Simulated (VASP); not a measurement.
TiO, 6 atoms in the cell. The structure is hexagonal, space group P-62m (No. 189). The conventional cell has a = 4.989 Å, b = 4.989 Å, c = 2.873 Å, α = 90.00°, β = 90.00°, γ = 120.00°. Within 2.8 Å of Ti (site symmetry -6) lie 6 O at 2.10 Å. Ti (site symmetry -62m) has 3 O at 1.97 Å within 2.6 Å. O (site symmetry m2m) has 5 Ti at 1.97 to 2.10 Å within 2.6 Å. 

| Item | Value |
| --- | --- |
| Program | VASP 6.6.1 |
| Task | single point |
| Functional | PBEsol |
| Potentials or basis | VASP PAW PBE potentials, release 64 (Ti_sv, O) |
| Cutoff | 520 eV |
| k mesh | 6 × 6 × 6 |
| Occupations | gaussian, width 0.05 eV |
| Spin | no spin polarisation |
| Dipole correction | no |
| Further INCAR settings | ALGO = Normal; EDIFF = 1e-06; NBANDS = 36 |

Potentials or basis: VASP PAW PBE potentials, release 64 (Ti_sv, O).

Command:

```bash
$ cat potpaw_PBE.64/Ti_sv/POTCAR potpaw_PBE.64/O/POTCAR > POTCAR
$ mpirun -np 1 vasp_std > vasp.out
```

Hardware: 1 thread of Intel(R) Xeon(R) Platinum 8488C (Sapphire Rapids), with other jobs on the host.

Q: How long does it take, and how much memory?

A: Run time: 60 s on 1 thread of Intel(R) Xeon(R) Platinum 8488C (Sapphire Rapids) (shared host), peak memory 0.2 GiB. Counts: scf iterations 15, k points 28.
